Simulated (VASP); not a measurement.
Write the native input for VASP 6.6.1 that does the following.

| Item | Value |
| --- | --- |
| Task | single point |
| Functional | r2SCAN |
| Potentials or basis | VASP PAW PBE potentials, release 64 (Na_pv, F) |
| Cutoff | 520 eV |
| k mesh | 8 × 8 × 8 |
| Occupations | gaussian, width 0.05 eV |
| Spin | no spin polarisation |
| Dipole correction | no |
| Further INCAR settings | ALGO = Normal; EDIFF = 1e-06; NBANDS = 14 |

Crystal: NaF.

```xyz
2
Lattice="0.0000 2.2536 2.2885 2.2536 0.0000 2.2885 2.2536 2.2536 0.0000" Properties=species:S:1:pos:R:3 pbc="T T T"
Na    0.0000    0.0000    0.0000
F     2.2536    2.2536    2.2885
```

This cell differs from its parent crystal: strain -0.030 along x and y, -0.015 along z.

These files were run (other wordings do the same):

POSCAR

```
NaF
1.0
    0.0000000000      2.2536010000      2.2884505000
    2.2536010000      0.0000000000      2.2884505000
    2.2536010000      2.2536010000      0.0000000000
Na F
1 1
Direct
    0.0000000000      0.0000000000      0.0000000000
    0.5000000000      0.5000000000      0.5000000000
```

INCAR.step1

```
SYSTEM = NaF
PREC = Accurate
ENCUT = 520
ISMEAR = 0
SIGMA = 0.05
LREAL = .FALSE.
LASPH = .TRUE.
NELM = 60
NBANDS = 14
GGA = PE
ALGO = Normal
EDIFF = 1E-4
LWAVE = .TRUE.
LCHARG = .FALSE.
```

INCAR.step2

```
SYSTEM = NaF
PREC = Accurate
ENCUT = 520
EDIFF = 1E-6
ISMEAR = 0
SIGMA = 0.05
LREAL = .FALSE.
LASPH = .TRUE.
NELM = 60
ALGO = Normal
ISIF = 2
LWAVE = .FALSE.
LCHARG = .FALSE.
METAGGA = R2SCAN
LMIXTAU = .TRUE.
NBANDS = 14
ISTART = 1
```

KPOINTS

```
regular mesh
0
G
  8 8 8
  0 0 0
```

Potentials or basis: VASP PAW PBE potentials, release 64 (Na_pv, F).

Launch:

```sh
$ cat potpaw_PBE.64/Na_pv/POTCAR potpaw_PBE.64/F/POTCAR > POTCAR
$ cp INCAR.step1 INCAR
$ mpirun -np 1 vasp_std > vasp.out
$ cp INCAR.step2 INCAR
$ mpirun -np 1 vasp_std > vasp.out
```

Results of the run:

| Item | Value |
| --- | --- |
| Pressure | 1.9 GPa |
| Band gap on the k mesh | 7.57 eV, direct |

Caveat: the cell differs from its parent crystal (strain -0.030 along x and y, -0.015 along z); the PAW data sets were made with another functional, which shifts forces and pressure a little.

Run time: 19 s on 1 thread of Intel(R) Xeon(R) 6975P-C (Granite Rapids), with other jobs on the host, peak memory 0.14 GiB.
